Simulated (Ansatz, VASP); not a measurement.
**Co: VASP beside Ansatz**

File INCAR:

```
SYSTEM = Co
ALGO = Normal
EDIFF = 1E-6
ENCUT = 690
GGA = PE
GGA_COMPAT = .False.
ISIF = 2
ISMEAR = -1
ISPIN = 2
LASPH = .True.
LCHARG = .False.
LMAXMIX = 4
LORBIT = 11
LREAL = .False.
LWAVE = .False.
MAGMOM = 1.69 1.69
NBANDS = 28
NELM = 200
PREC = Accurate
SIGMA = 0.05
```

KPOINTS

```
k-points
0
Gamma
  5 5 3
  0 0 0
```

Contents of POSCAR:

```
Co
1.0
    2.4935221926      0.0000000000      0.0000000000
   -1.2467610963      2.1594535637      0.0000000000
    0.0000000000      0.0000000000      4.0277844638
Co
2
Direct
    0.3333333333      0.6666666667      0.2500000000
    0.6666666667      0.3333333333      0.7500000000
```

Input for Ansatz:

```yaml
crystal:
  lattice:
    - [2.4935221926, 0.0, 0.0]
    - [-1.2467610963, 2.1594535637, 0.0]
    - [0.0, 0.0, 4.0277844638]
  atoms:
    - { symbol: Co, position: [0.3333333333, 0.6666666667, 0.25], spin: 1.69 }
    - { symbol: Co, position: [0.6666666667, 0.3333333333, 0.75], spin: 1.69 }
hamiltonian:
  xc: pbe
  pseudopotentials:
    kind: paw
    azcp:
      Co: "pseudopotentials/Co.paw.azcp"
basis:
  ecutwfc: 420
  fft_grid_basis: typed
kpoints:
  mp_grid: { grid: [5, 5, 3], shift: [0, 0, 0] }
magnetization:
  spin_polarized: true
scf:
  occupations: { method: fermi_dirac, width: 0.05 }
  lower_state_search: "off"
output:
  stress: true
```

Alike in both runs: task single point; functional PBE; k mesh 5 × 5 × 3; occupations fermi-dirac, width 0.05 eV; collinear spin.

```csv
,VASP,Ansatz
version,VASP 6.6.1,Ansatz 0.2.0
potentials or method,"VASP PAW PBE potentials, release 64 (Co_sv), cutoff 690 eV","plane waves (420 eV) with PAW, scalar-relativistic"
valence electrons in the cell,34,34
```

```csv
,VASP,Ansatz,Ansatz less VASP
pressure (GPa),0.9,2.6,+1.73
"traceless stress, the component that is largest in VASP (GPa)",-2.94,-2.94,+0.006
net moment per atom (μB),1.77,1.77,0.000
size of the moment on the site where the two differ most (μB),1.79,1.81,+0.018
```

Site moments also hang on the region over which each program counts them.

The k mesh is coarse, so the values compare programs but aren't converged.
